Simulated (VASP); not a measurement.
# Ta3TiN4 (P4/mmm) in VASP: further runs

The runs below take Ta3TiN4 through single point, with PBE.

All numbers are computed with VASP 6.6.1; they aren't measurements. Logs are shortened: lines on timing, memory, paths and dates and some standing lists are left out, and cuts for length are marked.

## Step 1: The cell of the first run

Symmetry: P4/mmm, No. 123, tetragonal system. The conventional cell has a = 3.100 Å, b = 3.100 Å, c = 8.749 Å, α = 90.00°, β = 90.00°, γ = 90.00°. Ti (site symmetry 4/mmm) has 6 N at 2.15 to 2.19 Å within 2.8 Å. Ta (site symmetry 4/mmm) has 6 N at 2.19 to 2.22 Å within 2.9 Å. Within 2.8 Å of Ta (site symmetry 4mm) lie 6 N at 2.13 to 2.24 Å. Within 2.8 Å of N (site symmetry 4mm) lie 1 Ti at 2.15 Å and 5 Ta at 2.19 to 2.22 Å. N (site symmetry 4/mmm) has 6 Ta at 2.19 to 2.24 Å within 2.9 Å. Within 2.8 Å of N (site symmetry 4/mmm) lie 2 Ta at 2.13 Å and 4 Ti at 2.19 Å.

## Step 2: Single point, PBE

Input file INCAR:

```
PREC = Accurate ; ENCUT = 520
EDIFF = 1E-7 ; ISMEAR = 0
SIGMA = 0.1 ; LREAL = False
LASPH = True ; NELM = 60
ALGO = Normal ; ISIF = 2
LWAVE = False ; LCHARG = False
GGA = PE ; NBANDS = 42
```

Input file KPOINTS:

```
Automatic mesh
0
Gamma
  12 12 6
```

Input file POSCAR:

```
Ta3TiN4
1.0
    3.0998858208      0.0000000000      0.0000000000
    0.0000000000      3.0998858208      0.0000000000
    0.0000000000      0.0000000000      8.7487018811
Ti Ta N
1 3 4
Direct
    0.0000000000      0.0000000000      0.5000000000
    0.0000000000      0.0000000000      0.0000000000
    0.5000000000      0.5000000000      0.2565785298
    0.5000000000      0.5000000000      0.7434214702
    0.0000000000      0.0000000000      0.7461515266
    0.5000000000      0.5000000000      0.0000000000
    0.0000000000      0.0000000000      0.2538484734
    0.5000000000      0.5000000000      0.5000000000
```

Potentials or basis: VASP PAW PBE potentials, release 64 (Ti_sv, Ta_pv, N).

The run is started by

```bash
$ cat potpaw_PBE.64/Ti_sv/POTCAR potpaw_PBE.64/Ta_pv/POTCAR potpaw_PBE.64/N/POTCAR > POTCAR
$ mpirun -np 1 vasp_std > vasp.out
```

OUTCAR:

```text
PREC = Accurate
   ENCUT = 520
   EDIFF = 1E-7
   ISMEAR = 0
   LREAL = False
   LASPH = True
   NELM = 60
   ISIF = 2
   GGA = PE

 ion  position               nearest neighbor table
   1  0.000  0.000  0.500-   5 2.15   7 2.15   8 2.19   8 2.19   8 2.19   8 2.19   4 3.06   4 3.06
                             3 3.06   4 3.06   3 3.06   3 3.06   4 3.06   3 3.06
   2  0.000  0.000  0.000-   6 2.19   6 2.19   6 2.19   6 2.19   7 2.22   5 2.22   4 3.14   4 3.14
                             3 3.14   4 3.14   3 3.14   3 3.14   4 3.14   3 3.14
   3  0.500  0.500  0.257-   8 2.13   7 2.19   7 2.19   7 2.19   7 2.19   6 2.24   1 3.06   1 3.06
                             1 3.06   1 3.06   2 3.14   2 3.14   2 3.14   2 3.14
   4  0.500  0.500  0.743-   8 2.13   5 2.19   5 2.19   5 2.19   5 2.19   6 2.24   1 3.06   1 3.06
                             1 3.06   1 3.06   2 3.14   2 3.14   2 3.14   2 3.14
   5  0.000  0.000  0.746-   1 2.15   4 2.19   4 2.19   4 2.19   4 2.19   2 2.22
   6  0.500  0.500  0.000-   2 2.19   2 2.19   2 2.19   2 2.19   4 2.24   3 2.24
   7  0.000  0.000  0.254-   1 2.15   3 2.19   3 2.19   3 2.19   3 2.19   2 2.22
   8  0.500  0.500  0.500-   3 2.13   4 2.13   1 2.19   1 2.19   1 2.19   1 2.19

  LATTYP: Found a simple tetragonal cell.
 ALAT       =     3.0998858208
 C/A-ratio  =     2.8222658468

  Lattice vectors:

 A1 = (   3.0998858208,   0.0000000000,   0.0000000000)
 A2 = (   0.0000000000,   3.0998858208,   0.0000000000)
 A3 = (   0.0000000000,   0.0000000000,   8.7487018811)

Analysis of symmetry for initial positions (statically):
=====================================================================
 Subroutine PRICEL returns:
 Original cell was already a primitive cell.

 Routine SETGRP: Setting up the symmetry group for a
 simple tetragonal supercell.

 Subroutine GETGRP returns: Found 16 space group operations
 (whereof 16 operations were pure point group operations)
 out of a pool of 16 trial point group operations.

The static configuration has the point symmetry D_4h.

Analysis of symmetry for dynamics (positions and initial velocities):
=====================================================================
 Subroutine PRICEL returns:
 Original cell was already a primitive cell.

 Routine SETGRP: Setting up the symmetry group for a
 simple tetragonal supercell.

 Subroutine GETGRP returns: Found 16 space group operations
 (whereof 16 operations were pure point group operations)
 out of a pool of 16 trial point group operations.

The dynamic configuration has the point symmetry D_4h.

 Subroutine INISYM returns: Found 16 space group operations
 (whereof 16 operations are pure point group operations),
 and found     1 'primitive' translations

----------------------------------------------------------------------------------------

                                     Primitive cell

  volume of cell :      84.0688

  direct lattice vectors                    reciprocal lattice vectors
     3.099885821  0.000000000  0.000000000     0.322592527  0.000000000  0.000000000
     0.000000000  3.099885821  0.000000000     0.000000000  0.322592527  0.000000000
     0.000000000  0.000000000  8.748701881     0.000000000  0.000000000  0.114302672

  length of vectors
     3.099885821  3.099885821  8.748701881     0.322592527  0.322592527  0.114302672

  position of ions in fractional coordinates (direct lattice)
     0.000000000  0.000000000  0.500000000
     0.000000000  0.000000000  0.000000000
     0.500000000  0.500000000  0.256578530
     0.500000000  0.500000000  0.743421470
     0.000000000  0.000000000  0.746151527
     0.500000000  0.500000000  0.000000000
     0.000000000  0.000000000  0.253848473
     0.500000000  0.500000000  0.500000000

  ion indices of the primitive-cell ions
   primitive index   ion index
                 1           1
                 2           2
                 3           3
                 4           4
                 5           5
                 6           6
                 7           7
                 8           8

----------------------------------------------------------------------------------------

 KPOINTS: Automatic mesh

Automatic generation of k-mesh.
 Grid dimensions read from file:
 generate k-points for:   12   12    6

 Generating k-lattice:

  Cartesian coordinates                     Fractional coordinates (reciprocal lattice)
     0.026882711  0.000000000  0.000000000     0.083333333  0.000000000  0.000000000
     0.000000000  0.026882711  0.000000000     0.000000000  0.083333333  0.000000000
     0.000000000  0.000000000  0.019050445     0.000000000  0.000000000  0.166666667

  Length of vectors
     0.026882711  0.026882711  0.019050445

  Shift w.r.t. Gamma in fractional coordinates (k-lattice)
     0.000000000  0.000000000  0.000000000

 Subroutine IBZKPT returns following result:
 ===========================================

 Found    112 irreducible k-points:

[... 52 lines left out ...]
  Fermi-wavevector in a.u.,A,eV,Ry     =   1.502568  2.839443 30.718038  2.257712
  Thomas-Fermi vector in A             =   2.613792
   LORBIT       =      0    0 simple, 1 ext, 2 COOP (PROOUT), +10 PAW based schemes
   GGA     = PE    functional components
   LHFCALC =     F    Hartree Fock is set to
   AEXX    =    0.0000 exact exchange contribution
   IVDW    =     0    specifies the selected vdW correction
   LEPSILON=     F    determine dielectric tensor
   LRPA    =     F    only Hartree local field effects (RPA)
 non-spin polarized calculation
 Gauss-broadening in eV      SIGMA  =   0.10
  energy-cutoff  :      520.00
  volume of cell :       84.07
 maximum number of plane-waves:      2296
 NGX is ok and might be reduce to    24
   NGX = 11   NGY = 11   NGZ = 33

 number of electron      65.0000008 magnetization

 Free energy of the ion-electron system (eV)
  ---------------------------------------------------
  ext. energy  EPLUGINS =         0.00000000
  ---------------------------------------------------
  free energy    TOTEN  =       -85.32849586 eV

  energy without entropy =      -85.31767638  energy(sigma->0) =      -85.32308612

 E-fermi :   9.8641     XC(G=0): -13.2563

 val. band max:        9.8604110603   @ k =   0.2500   0.1667   0.0000
 cond. band min:       9.8684521905   @ k =   0.3333   0.1667   0.1667
 fundamental gap:      0.0080411302
 Fermi energy:         9.8640705936

 k-point     1 :       0.0000    0.0000    0.0000
  band No.  band energies     occupation
      1     -48.0647      2.00000
      2     -26.5074      2.00000
      3     -26.2714      2.00000
      4     -26.1286      2.00000
      5     -26.1286      2.00000
      6     -26.0306      2.00000
[... 34 lines left out ...]
     41      11.2650      0.00000
     42      11.8365      0.00000

 k-point     2 :       0.0833    0.0000    0.0000
  band No.  band energies     occupation
      1     -48.0633      2.00000
      2     -26.5000      2.00000
      3     -26.2903      2.00000
      4     -26.1445      2.00000
      5     -26.1215      2.00000
      6     -26.0984      2.00000
[... 34 lines left out ...]
     41      11.7210      0.00000
     42      11.7937      0.00000

 k-point     3 :       0.1667    0.0000    0.0000
  band No.  band energies     occupation
      1     -48.0593      2.00000
      2     -26.4841      2.00000
      3     -26.3524      2.00000
      4     -26.1924      2.00000
      5     -26.1892      2.00000
      6     -26.1015      2.00000
[... 34 lines left out ...]
     41      12.0182      0.00000
     42      12.5749      0.00000

 k-point     4 :       0.2500    0.0000    0.0000
  band No.  band energies     occupation
      1     -48.0538      2.00000
      2     -26.4902      2.00000
      3     -26.4491      2.00000
      4     -26.2769      2.00000
      5     -26.2679      2.00000
      6     -26.0925      2.00000
[... 844 lines left out ...]
     41      12.5731      0.00000
     42      12.8358      0.00000

 k-point    23 :       0.3333    0.3333    0.0000
  band No.  band energies     occupation
      1     -48.0322      2.00000
      2     -26.4727      2.00000
      3     -26.4484      2.00000
      4     -26.4363      2.00000
      5     -26.3104      2.00000
      6     -26.3092      2.00000
[... 34 lines left out ...]
     41      12.6280      0.00000
     42      12.7653      0.00000

 k-point    24 :       0.4167    0.3333    0.0000
  band No.  band energies     occupation
      1     -48.0283      2.00000
      2     -26.5196      2.00000
      3     -26.4888      2.00000
      4     -26.4610      2.00000
      5     -26.3113      2.00000
      6     -26.2943      2.00000
[... 34 lines left out ...]
     41      12.7265      0.00000
     42      12.9553      0.00000

 [... further k-points ...]
[... 5 lines left out ...]
  --------------------------------------------------------------------------------------
  -------------------------------------------------------------------------------------
  Total        0.3629573      0.3629573      0.3952471      0.0000000      0.0000000     -0.0000000
  in kB        6.9172118      6.9172118      7.5325884      0.0000000      0.0000000     -0.0000000
  external PRESSURE =       7.1223373 kB  Pullay stress =       0.0000000 kB

 VOLUME and BASIS-vectors are now :
 -----------------------------------------------------------------------------
  energy-cutoff  :      520.00
  volume of cell :       84.07
      direct lattice vectors                 reciprocal lattice vectors
     3.099885821  0.000000000  0.000000000     0.322592527  0.000000000  0.000000000
     0.000000000  3.099885821  0.000000000     0.000000000  0.322592527  0.000000000
     0.000000000  0.000000000  8.748701881     0.000000000  0.000000000  0.114302672

 POSITION                                       TOTAL-FORCE (eV/Angst)
 -----------------------------------------------------------------------------------
      0.00000      0.00000      4.37435         0.000000      0.000000      0.000000
      0.00000      0.00000      0.00000         0.000000      0.000000      0.000000
      1.54994      1.54994      2.24473         0.000000     -0.000000      0.009990
      1.54994      1.54994      6.50397         0.000000      0.000000     -0.009990
      0.00000      0.00000      6.52786         0.000000      0.000000      0.000153
      1.54994      1.54994      0.00000         0.000000      0.000000      0.000000
      0.00000      0.00000      2.22084        -0.000000      0.000000     -0.000153
      1.54994      1.54994      4.37435         0.000000      0.000000      0.000000
 -----------------------------------------------------------------------------------
    total drift:                                0.000000     -0.000000      0.000000

  FREE ENERGIE OF THE ION-ELECTRON SYSTEM (eV)
  ---------------------------------------------------
  free  energy   TOTEN  =       -85.3284958628 eV

  energy  without entropy=      -85.3176763802  energy(sigma->0) =      -85.32308612
```

It took 5.2 min on 1 thread of Intel Xeon Platinum 8488C (Sapphire Rapids), shared host; peak memory 0.44 GiB.

Results:

```yaml
Free_energy: -85.3285 eV
Pressure: 0.7 GPa
Largest_force: 0.010 eV/Å
```

Forces on the atoms (eV/Å):
```
Ti   0.000  0.000  0.000
Ta   0.000  0.000  0.000
Ta   0.000  0.000  0.010
Ta   0.000  0.000 -0.010
N    0.000  0.000  0.000
N    0.000  0.000  0.000
N    0.000  0.000  0.000
N    0.000  0.000  0.000
```

Levels at points of the mesh, in eV from the Fermi level:
```tsv
k point	band 29	band 30	band 31	band 32	band 33	band 34	band 35	band 36	band 37	band 38
(0.00, 0.00, 0.00)	-3.44	-3.40	-3.40	-3.27	-1.66	-1.66	-1.33	0.19	0.21	0.89
(0.50, 0.00, 0.00)	-5.69	0.47	0.63	0.78	0.97	1.31	1.59	1.71	1.88	1.89
(0.50, 0.50, 0.00)	-4.36	-4.36	-4.17	0.07	0.07	0.24	0.24	1.62	1.81	1.93
(0.00, 0.00, 0.50)	-4.12	-3.95	-3.95	-2.82	-1.55	-0.39	-0.39	-0.26	-0.26	0.36
(0.50, 0.00, 0.50)	-5.73	0.65	0.86	0.89	0.99	1.01	1.15	1.25	1.39	1.56
(0.50, 0.50, 0.50)	-5.47	-2.48	-2.48	-2.37	-2.37	1.93	2.04	2.04	2.13	2.32
```

Caveat: spin-orbit coupling is left out, which moves the levels of the heavy elements.

## Step 3: Single point, PBE, collinear spin, ferromagnetic start

Input file INCAR:

```
ALGO = Normal
EDIFF = 1E-6
ENCUT = 520
GGA = PE
ISIF = 2
ISMEAR = 0
ISPIN = 2
LASPH = True
LCHARG = False
LMAXMIX = 4
LORBIT = 11
LREAL = False
LWAVE = False
MAGMOM = 1 0 0 0 0 0 0 0
NBANDS = 46
NELM = 150
PREC = Accurate
SIGMA = 0.1
```

Input file KPOINTS:

```
k-points
0
Gamma
  6 6 2
```

Input file POSCAR:

```
Ta3TiN4
1.0
    3.1134644825      0.0000000000      0.0000000000
    0.0000000000      3.1134644825      0.0000000000
    0.0000000000      0.0000000000      8.6839834221
Ti Ta N
1 3 4
Direct
    0.0000000000      0.0000000000      0.5000000000
    0.0000000000      0.0000000000      0.0000000000
    0.5000000000      0.5000000000      0.2560964297
    0.5000000000      0.5000000000      0.7439035703
    0.0000000000      0.0000000000      0.7461878481
    0.5000000000      0.5000000000      0.0000000000
    0.0000000000      0.0000000000      0.2538121519
    0.5000000000      0.5000000000      0.5000000000
```

Potentials or basis: VASP PAW PBE potentials, release 64 (Ti_sv, Ta_pv, N).

The run is started by

```bash
$ cat potpaw_PBE.64/Ti_sv/POTCAR potpaw_PBE.64/Ta_pv/POTCAR potpaw_PBE.64/N/POTCAR > POTCAR
$ mpirun -np 1 vasp_std > vasp.out
```

Wall time 2.3 min (1 thread of Intel Xeon Platinum 8488C (Sapphire Rapids), shared host); peak memory 0.29 GiB.

It converged, with:

```
Free energy                                           : -85.2301 eV
Pressure                                              : 0.7 GPa
Largest force                                         : 0.006 eV/Å
Net moment                                            : 0.00 μB per cell
Valence electrons inside the program's atomic spheres : Ti 10.34; Ta 8.93, 8.92; N 3.76, 3.74
```

Forces on the atoms (eV/Å):
```
Ti   0.000  0.000  0.000
Ta   0.000  0.000  0.000
Ta   0.000  0.000  0.006
Ta   0.000  0.000 -0.006
N    0.000  0.000 -0.003
N    0.000  0.000  0.000
N    0.000  0.000  0.003
N    0.000  0.000  0.000
```

Levels at points of the mesh, in eV from the Fermi level:
Spin up:
```tsv
k point	band 30	band 31	band 32	band 33	band 34	band 35	band 36	band 37
(0.00, 0.00, 0.00)	-3.52	-3.50	-3.34	-1.82	-1.82	-1.39	0.01	0.13
(0.50, 0.00, 0.00)	0.32	0.47	0.62	0.80	1.15	1.50	1.59	1.73
(0.50, 0.50, 0.00)	-4.46	-4.23	0.06	0.06	0.24	0.24	1.51	1.64
(0.00, 0.00, 0.50)	-4.13	-4.13	-2.85	-1.63	-0.48	-0.48	-0.37	-0.37
(0.50, 0.00, 0.50)	0.51	0.73	0.73	0.82	0.88	1.03	1.14	1.26
(0.50, 0.50, 0.50)	-2.51	-2.51	-2.43	-2.43	1.76	1.93	1.99	1.99
```
Spin down:
```
           k point  band 31  band 32  band 33  band 34  band 35  band 36
(0.00, 0.00, 0.00)    -3.50    -3.34    -1.82    -1.82    -1.39     0.01
(0.50, 0.00, 0.00)     0.47     0.62     0.80     1.16     1.50     1.59
(0.50, 0.50, 0.00)    -4.23     0.06     0.06     0.24     0.24     1.51
(0.00, 0.00, 0.50)    -4.13    -2.85    -1.63    -0.48    -0.48    -0.37
(0.50, 0.00, 0.50)     0.73     0.73     0.82     0.88     1.03     1.14
(0.50, 0.50, 0.50)    -2.51    -2.43    -2.43     1.76     1.93     1.99
```

Caveat: the k points lie up to 0.36 Å⁻¹ apart; spin-orbit coupling is left out, which moves the levels of the heavy elements.

## Step 4: Single point, PBE, collinear spin, ferromagnetic start

This run uses another cell than the first one, of 13.21 Å³/atom, 1.257 times its volume.

Input file INCAR:

```
ALGO = Normal ; EDIFF = 1E-6
ENCUT = 520 ; GGA = PE
ISIF = 2 ; ISMEAR = 0
ISPIN = 2 ; LASPH = True
LCHARG = True ; LELF = True
LMAXMIX = 4 ; LORBIT = 11
LREAL = False ; LVHAR = True
LWAVE = False ; MAGMOM = 1 0 0 0 0 0 0 0
NBANDS = 46 ; NELM = 150
PREC = Accurate ; SIGMA = 0.1
```

KPOINTS is that of step 3.

Input file POSCAR:

```
Ta3TiN4
1.0
    3.3430823700      0.0000000000      0.0000000000
    0.0000000000      3.3430823700      0.0000000000
    0.0000000000      0.0000000000      9.4556648600
Ti Ta N
1 3 4
Direct
    0.0000000000      0.0000000000      0.5000000000
    0.0000000000      0.0000000000      0.0000000000
    0.5000000000      0.5000000000      0.2500000000
    0.5000000000      0.5000000000      0.7500000000
    0.0000000000      0.0000000000      0.7500000000
    0.5000000000      0.5000000000      0.0000000000
    0.0000000000      0.0000000000      0.2500000000
    0.5000000000      0.5000000000      0.5000000000
```

The run is started by

```bash
$ cat potpaw_PBE.64/Ti_sv/POTCAR potpaw_PBE.64/Ta_pv/POTCAR potpaw_PBE.64/N/POTCAR > POTCAR
$ mpirun -np 1 vasp_std > vasp.out
```

Wall time 3.9 min (1 thread of Intel Xeon Platinum 8488C (Sapphire Rapids), shared host); peak memory 0.36 GiB.

It converged, with:

| Quantity | Value |
| --- | --- |
| Free energy | -81.6613 eV |
| Pressure | -43.2 GPa |
| Largest force | 0.379 eV/Å |
| Net moment | 0.02 μB per cell |
| Valence electrons inside the program's atomic spheres | Ti 10.01; Ta 8.56, 8.52; N 3.60, 3.61, 3.57 |

Forces on the atoms (eV/Å):
```
Ti   0.000  0.000  0.000
Ta   0.000  0.000  0.000
Ta   0.000  0.000  0.379
Ta   0.000  0.000 -0.379
N    0.000  0.000  0.075
N    0.000  0.000  0.000
N    0.000  0.000 -0.075
N    0.000  0.000  0.000
```

Stress tensor (GPa, compression positive):
```
-41.89   0.00   0.00
  0.00 -41.89   0.00
  0.00   0.00 -45.80
```

Levels at points of the mesh, in eV from the Fermi level:
Spin up:
```csv
k point,band 29,band 30,band 31,band 32,band 33,band 34,band 35,band 36,band 37,band 38
"(0.00, 0.00, 0.00)",-2.85,-2.72,-2.72,-2.36,-1.30,-1.30,-1.04,0.04,0.05,0.21
"(0.50, 0.00, 0.00)",-4.39,0.27,0.35,0.55,0.66,0.81,1.00,1.06,1.17,1.17
"(0.50, 0.50, 0.00)",-3.62,-3.60,-3.60,0.01,0.01,0.06,0.06,1.02,1.18,1.24
"(0.00, 0.00, 0.50)",-3.24,-3.07,-3.07,-2.08,-1.17,-0.38,-0.38,-0.28,-0.28,0.17
"(0.50, 0.00, 0.50)",-4.42,0.45,0.48,0.49,0.52,0.69,0.76,0.78,0.84,0.99
"(0.50, 0.50, 0.50)",-4.53,-2.02,-2.02,-1.81,-1.81,1.22,1.22,1.24,1.30,1.52
```
Spin down:
```
           k point  band 31  band 32  band 33  band 34  band 35  band 36
(0.00, 0.00, 0.00)    -2.72    -2.36    -1.30    -1.30    -1.03     0.04
(0.50, 0.00, 0.00)     0.35     0.55     0.66     0.82     1.01     1.06
(0.50, 0.50, 0.00)    -3.60     0.01     0.01     0.06     0.06     1.03
(0.00, 0.00, 0.50)    -3.07    -2.08    -1.17    -0.38    -0.38    -0.27
(0.50, 0.00, 0.50)     0.49     0.50     0.53     0.69     0.76     0.78
(0.50, 0.50, 0.50)    -2.01    -1.81    -1.81     1.23     1.23     1.25
```

Caveat: spin-orbit coupling is left out, which moves the levels of the heavy elements.

## Step 5: Overview

| spin | cell | k mesh | gap on the mesh (eV) | pressure (GPa) | moment (μB) | largest force (eV/Å) |
| --- | --- | --- | --- | --- | --- | --- |
| off | a = 3.100, b = 3.100, c = 8.749 Å, 8 atoms | 12 × 12 × 6 | none | 0.7 | - | 0.01 |
| collinear, ferromagnetic start | a = 3.113, b = 3.113, c = 8.684 Å, 8 atoms | 6 × 6 × 2 | none | 0.7 | 0.00 | 0.01 |
| collinear, ferromagnetic start | a = 3.343, b = 3.343, c = 9.456 Å, 8 atoms | 6 × 6 × 2 | none | -43.2 | 0.02 | 0.38 |

Alike in all rows: task single point; level PBE; potentials or basis VASP PAW PBE potentials, release 64 (Ti_sv, Ta_pv, N); cutoff (eV) 520; smearing gaussian 0.1 eV.

Caveats: some runs use coarse meshes; spin-orbit coupling is left out, which moves the levels of the heavy elements.

Total energies depend on the potentials used, so only differences within one code and one set of settings carry meaning.
